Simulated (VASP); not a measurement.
Here is a VASP 6.6.1 calculation.

The input INCAR:

```
SYSTEM = K
ALGO = Normal
EDIFF = 1E-7
ENCUT = 520
GGA = PE
ISIF = 2
ISMEAR = -1
LASPH = .TRUE.
LCHARG = .TRUE.
LELF = .TRUE.
LREAL = .FALSE.
LVHAR = .TRUE.
LWAVE = .FALSE.
NBANDS = 10
NELM = 60
PREC = Accurate
SIGMA = 0.1
```

KPOINTS

```
k-points
0
G
  10 10 10
  0 0 0
```

The input POSCAR:

```
K
1.0
   -2.2281036517      2.2281036517      2.2281036517
    2.2281036517     -2.2281036517      2.2281036517
    2.2281036517      2.2281036517     -2.2281036517
K
1
Direct
    0.0000000000      0.0000000000      0.0000000000
```

Potentials or basis: VASP PAW PBE potentials, release 64 (K_sv).

The run is started by

```bash
$ cat potpaw_PBE.64/K_sv/POTCAR > POTCAR
$ mpirun -np 1 vasp_std > vasp.out
```

(1) Estimate the pressure.

Results:

(1) 4.8 GPa.
